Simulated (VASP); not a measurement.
# Be (Fm-3m) in VASP: notebook

Runs on Be. Level: PBEsol. Tasks: single point, relaxation of cell and atoms.

Program: VASP 6.6.1. These are calculated values, not measurements. Logs are shortened: lines on timing, memory, paths and dates and some standing lists are left out, and cuts for length are marked.

## 1. The cell of the first run

Symmetry: Fm-3m, No. 225, cubic system. The conventional cell has a = 3.146 Å, b = 3.146 Å, c = 3.146 Å, α = 90.00°, β = 90.00°, γ = 90.00°. Be (site symmetry m-3m) has 12 Be at 2.22 Å within 2.9 Å.

This isn't the form of Be at room conditions, which is hcp.

## 2. Single point, PBEsol

INCAR reads:

```
PREC = Accurate ; ENCUT = 520
EDIFF = 1E-6 ; ISMEAR = 0
SIGMA = 0.1 ; LREAL = F
LASPH = T ; NELM = 80
ALGO = Normal ; ISIF = 2
LWAVE = F ; LCHARG = F
GGA = PS ; NBANDS = 7
```

KPOINTS reads:

```
regular mesh
0
Gamma
  30 30 30
```

POSCAR reads:

```
Be
1.0
    0.0000000000      1.5731154501      1.5731154501
    1.5731154501      0.0000000000      1.5731154501
    1.5731154501      1.5731154501      0.0000000000
Be
1
Direct
    0.0000000000      0.0000000000      0.0000000000
```

Potentials or basis: VASP PAW PBE potentials, release 64 (Be).

The run is started by

```sh
$ cat potpaw_PBE.64/Be/POTCAR > POTCAR
$ mpirun -np 1 vasp_std > vasp.out
```

OUTCAR:

```text
PREC = Accurate
   ENCUT = 520
   EDIFF = 1E-6
   ISMEAR = 0
   LREAL = F
   LASPH = T
   NELM = 80
   ISIF = 2
   GGA = PS

 ion  position               nearest neighbor table
   1  0.000  0.000  0.000-

  LATTYP: Found a face centered cubic cell.
 ALAT       =     3.1462309002

  Lattice vectors:

 A1 = (   0.0000000000,   1.5731154501,   1.5731154501)
 A2 = (   1.5731154501,   0.0000000000,   1.5731154501)
 A3 = (   1.5731154501,   1.5731154501,   0.0000000000)

Analysis of symmetry for initial positions (statically):
=====================================================================
 Subroutine PRICEL returns:
 Original cell was already a primitive cell.

 Routine SETGRP: Setting up the symmetry group for a
 face centered cubic supercell.

 Subroutine GETGRP returns: Found 48 space group operations
 (whereof 48 operations were pure point group operations)
 out of a pool of 48 trial point group operations.

The static configuration has the point symmetry O_h .

Analysis of symmetry for dynamics (positions and initial velocities):
=====================================================================
 Subroutine PRICEL returns:
 Original cell was already a primitive cell.

 Routine SETGRP: Setting up the symmetry group for a
 face centered cubic supercell.

 Subroutine GETGRP returns: Found 48 space group operations
 (whereof 48 operations were pure point group operations)
 out of a pool of 48 trial point group operations.

The dynamic configuration has the point symmetry O_h .

 Subroutine INISYM returns: Found 48 space group operations
 (whereof 48 operations are pure point group operations),
 and found     1 'primitive' translations

----------------------------------------------------------------------------------------

                                     Primitive cell

  volume of cell :       7.7860

  direct lattice vectors                    reciprocal lattice vectors
     0.000000000  1.573115450  1.573115450    -0.317840626  0.317840626  0.317840626
     1.573115450  0.000000000  1.573115450     0.317840626 -0.317840626  0.317840626
     1.573115450  1.573115450  0.000000000     0.317840626  0.317840626 -0.317840626

  length of vectors
     2.224721205  2.224721205  2.224721205     0.550516114  0.550516114  0.550516114

[... 69 lines left out ...]
   PREC   = accura    normal or accurate (medium, high low for compatibility)
   ISTART =      0    job   : 0-new  1-cont  2-samecut
   ICHARG =      2    charge: 1-file 2-atom 10-const
   ISPIN  =      1    spin polarized calculation?
   LNONCOLLINEAR =      F non collinear calculations
   LSORBIT =      F    spin-orbit coupling
   LASPH  =      T    aspherical Exc in radial PAW
   ENCUT  =  520.0 eV  38.22 Ry    6.18 a.u.   4.14  4.14  4.14*2*pi/ulx,y,z
   NELM   =     80;   NELMIN=  2; NELMDL= -5     # of ELM steps
   EDIFF  = 0.1E-05   stopping-criterion for ELM
   LREAL  =      F    real-space projection
[... 7 lines left out ...]
   TEBEG  =    0.0;   TEEND  =   0.0 temperature during run
   PSTRESS=    0.0 pullay stress
   NELECT =       2.0000    total number of electrons
   NUPDOWN=      -1.0000    fix difference up-down
   EMIN   =  10.00;   EMAX   =-10.00  energy-range for DOS
   EFERMI =   0.00;   METHOD = LEGACY
   ISMEAR =     0;   SIGMA  =   0.10  broadening in eV -4-tet -1-fermi 0-gaus
   EFERMI_NEDOS =   21; number of points for ismear=-14 and -15
   IALGO  =     38    algorithm
   IMIX   =      4    mixing-type and parameters
     AMIX     =   0.40;   BMIX     =  1.00
     AMIX_MAG =   1.60;   BMIX_MAG =  1.00
  volume/ion in A,a.u.               =       7.79        52.54
  Fermi-wavevector in a.u.,A,eV,Ry     =   1.040673  1.966587 14.735110  1.083000
  Thomas-Fermi vector in A             =   2.175259
   LORBIT       =      0    0 simple, 1 ext, 2 COOP (PROOUT), +10 PAW based schemes
   GGA     = PS    functional components
   LHFCALC =     F    Hartree Fock is set to
   AEXX    =    0.0000 exact exchange contribution
   IVDW    =     0    specifies the selected vdW correction
   LEPSILON=     F    determine dielectric tensor
   LRPA    =     F    only Hartree local field effects (RPA)
 non-spin polarized calculation
 Gauss-broadening in eV      SIGMA  =   0.10
  energy-cutoff  :      520.00
  volume of cell :        7.79
 maximum number of plane-waves:       222
 NGX is ok and might be reduce to    18
   NGX =  9   NGY =  9   NGZ =  9

 number of electron       2.0000000 magnetization

 Free energy of the ion-electron system (eV)
  ---------------------------------------------------
  ext. energy  EPLUGINS =         0.00000000
  ---------------------------------------------------
  free energy    TOTEN  =        -3.91913225 eV

  energy without entropy =       -3.91879089  energy(sigma->0) =       -3.91896157

 E-fermi :   7.6606     XC(G=0): -10.6622

 val. band max:        7.6604593527   @ k =  -0.3333   0.4000   0.0667
 cond. band min:       7.7042296164   @ k =   0.5000   0.0000   0.0000
 fundamental gap:      0.0437702637
 Fermi energy:         7.6605659151

 k-point     1 :       0.0000    0.0000    0.0000
  band No.  band energies     occupation
      1      -4.2897      2.00000
      2      27.2619      0.00000
      3      27.2619      0.00000
      4      27.2619      0.00000
      5      36.9719      0.00000
      6      36.9719      0.00000
      7      36.9719      0.00000
[... 221 lines left out ...]
 k-point    24 :       0.2667    0.0333    0.0000
  band No.  band energies     occupation
      1      -2.0955      2.00000
      2      16.6280      0.00000
      3      24.5298      0.00000
      4      25.7502      0.00000
      5      35.4086      0.00000
      6      37.4115      0.00000
      7      38.3372      0.00000

 [... further k-points ...]

------------------------ aborting loop because EDIFF is reached ----------------------------------------

  FORCE on cell =-STRESS in cart. coord.  units (eV):
  Direction    XX          YY          ZZ          XY          YZ          ZX
  --------------------------------------------------------------------------------------
  -------------------------------------------------------------------------------------
  Total        0.0197746      0.0197746      0.0197746      0.0000000      0.0000000      0.0000000
  in kB        4.0691790      4.0691790      4.0691790      0.0000000      0.0000000      0.0000000
  external PRESSURE =       4.0691790 kB  Pullay stress =       0.0000000 kB

 VOLUME and BASIS-vectors are now :
 -----------------------------------------------------------------------------
  energy-cutoff  :      520.00
  volume of cell :        7.79
      direct lattice vectors                 reciprocal lattice vectors
     0.000000000  1.573115450  1.573115450    -0.317840626  0.317840626  0.317840626
     1.573115450  0.000000000  1.573115450     0.317840626 -0.317840626  0.317840626
     1.573115450  1.573115450  0.000000000     0.317840626  0.317840626 -0.317840626

 POSITION                                       TOTAL-FORCE (eV/Angst)
 -----------------------------------------------------------------------------------
      0.00000      0.00000      0.00000         0.000000     -0.000000     -0.000000
 -----------------------------------------------------------------------------------
    total drift:                                0.000000      0.000000     -0.000000

  FREE ENERGIE OF THE ION-ELECTRON SYSTEM (eV)
  ---------------------------------------------------
  free  energy   TOTEN  =        -3.9191322482 eV

  energy  without entropy=       -3.9187908903  energy(sigma->0) =       -3.91896157
```

OSZICAR:

```text
N       E                     dE             d eps       ncg     rms          rms(c)
DAV:   1    -0.260993758432E+01   -0.26099E+01   -0.11170E+03 11340   0.234E+02
DAV:   2    -0.393098405987E+01   -0.13210E+01   -0.12413E+01 14728   0.259E+01
DAV:   3    -0.393312786713E+01   -0.21438E-02   -0.21438E-02 12292   0.933E-01
DAV:   4    -0.393312814773E+01   -0.28060E-06   -0.27998E-06 16310   0.108E-02
DAV:   5    -0.393312814745E+01    0.28102E-09   -0.90678E-11 12229   0.287E-05    0.823E-01
DAV:   6    -0.392305362884E+01    0.10075E-01   -0.82949E-04 11886   0.310E-01    0.502E-01
DAV:   7    -0.391913569135E+01    0.39179E-02   -0.86125E-04 11312   0.314E-01    0.928E-03
DAV:   8    -0.391913163077E+01    0.40606E-05   -0.10472E-06 14147   0.883E-03    0.333E-03
DAV:   9    -0.391913224823E+01   -0.61745E-06   -0.22133E-07 11550   0.299E-03
   1 F= -.39191322E+01 E0= -.39189616E+01  d E =-.341358E-03
```

stdout:

```text
POSCAR found type information on POSCAR Be
 POSCAR found :  1 types and       1 ions
 scaLAPACK will be used
 -----------------------------------------------------------------------------
|                                                                             |
|                                                                             |
|     You enforced a specific xc type in the INCAR file but a different       |
|     I HOPE YOU KNOW WHAT YOU ARE DOING!                                     |
|                                                                             |
 -----------------------------------------------------------------------------

 LDA part: xc-table for (Slater+PW92), standard interpolation
 POSCAR, INCAR and KPOINTS ok, starting setup
 FFT: planning ... GRIDC
 FFT: planning ... GRID_SOFT
 FFT: planning ... GRID
 WAVECAR not read
 entering main loop
```

It took 12 s on 1 thread of Intel Xeon 6975P-C (Granite Rapids), shared host; peak memory 0.14 GiB.

What came out:

```
Free energy            : -3.9191 eV
Pressure               : 0.4 GPa
Band gap on the k mesh : zero (bands 1 and 2 overlap by 0.71 eV)
```

Levels at points of the mesh, in eV from the Fermi level:
| k point | band 1 | band 2 | band 3 | band 4 | band 5 | band 6 |
| --- | --- | --- | --- | --- | --- | --- |
| (0.00, 0.00, 0.00) | -11.95 | 19.60 | 19.60 | 19.60 | 29.31 | 29.31 |
| (0.50, 0.00, 0.00) | -5.38 | 0.04 | 16.63 | 16.63 | 26.42 | 26.42 |
| (0.50, 0.50, 0.00) | -2.73 | 3.87 | 9.58 | 9.58 | 15.26 | 23.02 |

Caveat: the PAW data sets were made with another functional, which shifts forces and pressure a little.

## 3. Relaxation of cell and atoms, PBEsol

INCAR reads:

```
SYSTEM = Be
  ALGO = Normal
  EDIFF = 1E-6
  EDIFFG = -0.01
  ENCUT = 600
  GGA = PS
  IBRION = 2
  ISIF = 3
  ISMEAR = 0
  LASPH = .True.
  LCHARG = .False.
  LREAL = .False.
  LWAVE = .False.
  NELM = 60
  NSW = 100
  PREC = Accurate
  SIGMA = 0.1
```

KPOINTS reads:

```
k-points
0
Gamma
  30 30 30
  0 0 0
```

POSCAR reads:

```
Be
1.0
    0.0000000000      1.5730536306      1.5730536306
    1.5730536306      0.0000000000      1.5730536306
    1.5730536306      1.5730536306      0.0000000000
Be
1
Direct
    0.0000000000      0.0000000000      0.0000000000
```

Potentials or basis: VASP PAW PBE potentials, release 64 (Be).

The run is started by

```sh
$ cat potpaw_PBE.64/Be/POTCAR > POTCAR
$ mpirun -np 1 vasp_std > vasp.out
```

Wall time 10 s (1 thread of Intel Xeon 6975P-C (Granite Rapids), shared host); peak memory 0.14 GiB.

The run converged. Its results:

| Item | Value |
| --- | --- |
| Free energy | -3.9192 eV |
| Relaxed volume | 7.81 Å³/atom |
| Relaxed cell | a = 2.227 Å, b = 2.227 Å, c = 2.227 Å, α = 60.00°, β = 60.00°, γ = 60.00° |
| Space group after relaxing (to 0.1 Å) | Fm-3m (No. 225) |
| Energy gained by relaxing | 0.0 meV/atom |
| Ionic steps | 2 |
| Pressure after relaxing | 0.1 GPa |
| Band gap on the k mesh | zero (bands 1 and 2 overlap by 0.70 eV) |

Final structure:
```xyz
1
Lattice="0.0000 1.5746 1.5746 1.5746 0.0000 1.5746 1.5746 1.5746 0.0000" Properties=species:S:1:pos:R:3 pbc="T T T"
Be    1.5746    0.0000    1.5746
```

Levels at points of the mesh, in eV from the Fermi level:
```
           k point  band 1  band 2  band 3  band 4
(0.00, 0.00, 0.00)  -11.93   19.56   19.56   19.56
(0.50, 0.00, 0.00)   -5.36    0.04   16.59   16.59
(0.50, 0.50, 0.00)   -2.72    3.86    9.56    9.56
```

Caveat: the PAW data sets were made with another functional, which shifts forces and pressure a little.

## 4. Relaxation of cell and atoms, PBEsol

INCAR reads:

```
SYSTEM = Be
PREC = Accurate
ENCUT = 600
EDIFF = 1E-6
ISMEAR = 0
SIGMA = 0.1
LREAL = .FALSE.
LASPH = .TRUE.
NELM = 100
ALGO = Normal
ISIF = 3
LWAVE = .FALSE.
LCHARG = .FALSE.
GGA = PS
IBRION = 2
NSW = 100
EDIFFG = -0.01
```

KPOINTS reads:

```
regular mesh
0
G
  30 30 30
  0 0 0
```

POSCAR reads:

```
Be
1.0
    0.0000000000      1.5731154501      1.5731154501
    1.5731154501      0.0000000000      1.5731154501
    1.5731154501      1.5731154501      0.0000000000
Be
1
Direct
    0.0000000000      0.0000000000      0.0000000000
```

The run is started by

```sh
$ cat potpaw_PBE.64/Be/POTCAR > POTCAR
$ mpirun -np 1 vasp_std > vasp.out
```

It took 11 s on 1 thread of Intel Xeon 6975P-C (Granite Rapids), shared host; peak memory 0.14 GiB.

The run converged. Its results:

```yaml
Free_energy: -3.9192 eV
Relaxed_volume: 7.81 Å³/atom
Relaxed_cell: a = 2.227 Å, b = 2.227 Å, c = 2.227 Å, α = 60.00°, β = 60.00°, γ = 60.00°
Space_group_after_relaxing_to_0.1_Å: Fm-3m (No. 225)
Energy_gained_by_relaxing: 0.0 meV/atom
Ionic_steps: 2
Pressure_after_relaxing: 0.1 GPa
Band_gap_on_the_k_mesh: zero (bands 1 and 2 overlap by 0.70 eV)
```

Final structure:
```xyz
1
Lattice="0.0000 1.5746 1.5746 1.5746 0.0000 1.5746 1.5746 1.5746 0.0000" Properties=species:S:1:pos:R:3 pbc="T T T"
Be    0.0000    1.5746    1.5746
```

Levels at points of the mesh, in eV from the Fermi level:
```csv
k point,band 1,band 2,band 3,band 4
"(0.00, 0.00, 0.00)",-11.93,19.56,19.56,19.56
"(0.50, 0.00, 0.00)",-5.36,0.04,16.59,16.59
"(0.50, 0.50, 0.00)",-2.72,3.86,9.56,9.56
```

Caveat: the PAW data sets were made with another functional, which shifts forces and pressure a little.

The gap in the log of VASP goes by the Fermi energy; the results here count the filled bands.